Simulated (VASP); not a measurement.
Wanted: the native input for a VASP 6.6.1 run.

- Task: relaxation of cell and atoms
- Functional: PBE
- Potentials or basis: VASP PAW PBE potentials, release 64 (Ca_sv, F_h)
- Cutoff: 1350 eV
- k mesh: 4 × 4 × 4
- Occupations: gaussian, width 0.1 eV
- Spin: no spin polarisation
- Dipole correction: no
- Further INCAR settings: ALGO = Normal; EDIFF = 1e-07; IBRION = 2; EDIFFG = -0.04; NSW = 90; ISIF = 3

The structure of Ca3F lies in POSCAR:

```
Ca3F
1.0
    4.5322132360      0.0000000000      0.0000000000
    0.0000000000      4.5322132360      0.0000000000
    0.0000000000      0.0000000000      4.5322132360
Ca F
3 1
Direct
    0.0000000000      0.5000000000      0.5000000000
    0.5000000000      0.0000000000      0.5000000000
    0.5000000000      0.5000000000      0.0000000000
    0.0000000000      0.0000000000      0.0000000000
```

These files were run (other wordings do the same):

INCAR

```
SYSTEM = Ca3F
PREC     = Accurate       ! precision mode
ENCUT    = 1350           ! plane-wave cutoff, eV
EDIFF    = 1E-7           ! SCF threshold, eV
ISMEAR   = 0              ! smearing method
SIGMA    = 0.1            ! smearing width, eV
LREAL    = .False.        ! projectors in reciprocal space
LASPH    = .True.         ! aspherical terms in the spheres
NELM     = 120            ! most SCF steps
ALGO     = Normal         ! electronic algorithm
ISIF     = 3              ! what is computed and relaxed
LWAVE    = .False.        ! write WAVECAR
LCHARG   = .False.        ! write CHGCAR
GGA      = PE             ! functional
IBRION   = 2              ! ionic algorithm
NSW      = 90             ! ionic steps
EDIFFG   = -0.04          ! ionic threshold
GGA_COMPAT= .False.      
NELMIN   = 4
```

KPOINTS

```
Automatic mesh
0
Gamma
  4 4 4
  0 0 0
```

Potentials or basis: VASP PAW PBE potentials, release 64 (Ca_sv, F_h).

The run is started by

```sh
$ cat potpaw_PBE.64/Ca_sv/POTCAR potpaw_PBE.64/F_h/POTCAR > POTCAR
$ mpirun -np 1 vasp_std > vasp.out
```

Results of the run:

```yaml
Relaxed_volume: 34.63 Å³/atom
Relaxed_cell: a = 5.174 Å, b = 5.174 Å, c = 5.174 Å, α = 90.00°, β = 90.00°, γ = 90.00°
Space_group_after_relaxing_to_0.1_Å: Pm-3m (No. 221)
Energy_gained_by_relaxing: 307.8 meV/atom
Ionic_steps: 4
Pressure_after_relaxing: 0.1 GPa
Band_gap_on_the_k_mesh: zero (an odd number of electrons rules out a gap without spin polarisation)
```

Caveat: the volume moved by over 15 % at a fixed basis, so the end points are rough.

Wall time 5.9 min on 1 thread of Intel(R) Xeon(R) Platinum 8124M CPU @ 3.00GHz (Skylake/Cascade Lake) (shared host), peak memory 0.47 GiB.
